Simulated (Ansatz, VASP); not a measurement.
## Ti4W: VASP beside Ansatz

File INCAR:

```
ALGO = Normal
EDIFF = 1E-6
ENCUT = 520
GGA = PE
ISIF = 2
ISMEAR = 0
LASPH = True
LCHARG = False
LREAL = False
LWAVE = False
NBANDS = 39
NELM = 100
PREC = Accurate
SIGMA = 0.1
```

KPOINTS

```
k-points
0
Gamma
  6 6 6
```

POSCAR

```
Ti4W
1.0
    2.1911736700      1.2650747100      4.4727145300
   -2.1911736700      1.2650747100      4.4727145300
    0.0000000000     -2.5301494200      4.4727145300
Ti W
4 1
Direct
    0.9000000000      0.9000000000      0.9000000000
    0.1000000000      0.1000000000      0.1000000000
    0.3000000000      0.3000000000      0.3000000000
    0.7000000000      0.7000000000      0.7000000000
    0.5000000000      0.5000000000      0.5000000000
```

Input for Ansatz:

```yaml
crystal:
  lattice:
    - [2.19117367, 1.26507471, 4.47271453]
    - [-2.19117367, 1.26507471, 4.47271453]
    - [0.0, -2.53014942, 4.47271453]
  atoms:
    - { symbol: Ti, position: [0.9, 0.9, 0.9] }
    - { symbol: Ti, position: [0.1, 0.1, 0.1] }
    - { symbol: Ti, position: [0.3, 0.3, 0.3] }
    - { symbol: Ti, position: [0.7, 0.7, 0.7] }
    - { symbol: W, position: [0.5, 0.5, 0.5] }
basis:
  ecutwfc: 420
kpoints:
  mp_grid: { grid: [6, 6, 6] }
hamiltonian:
  xc: pbe
scf:
  occupations: { method: gaussian, width: 0.1 }
  lower_state_search: "off"
output:
  forces: true
  stress: true
  eigenvalues: true
```

Alike in both runs: task single point; functional PBE; k mesh 6 × 6 × 6; occupations gaussian, width 0.1 eV; no spin polarisation.

|  | VASP | Ansatz |
| --- | --- | --- |
| version | VASP 6.6.1 | Ansatz 0.2.0 |
| potentials or method | VASP PAW PBE potentials, release 64 (Ti_sv, W_sv), cutoff 520 eV | scalar-relativistic, plane waves, PAW |
| valence electrons in the cell | 62 | 62 |

VASP gave:

```
gap on the k mesh at the Fermi level (eV)                     : none
pressure (GPa)                                                : 18.5
traceless stress, the component that is largest in VASP (GPa) : -1.50
rms of the force components (eV/Å)                            : 0.164
```

What did Ansatz give for the same quantities?

gap on the k mesh at the Fermi level (eV): none; pressure (GPa): 18.9; traceless stress, the component that is largest in VASP (GPa): -1.51; rms of the force components (eV/Å): 0.168.

Atom by atom the forces differ by 0.005 eV/Å (rms over components). A gap of «none» marks a metal or a gap that the smearing closes. With one functional, cell and mesh, what is left measures potentials, basis and numerics.

Spin-orbit coupling is off throughout.
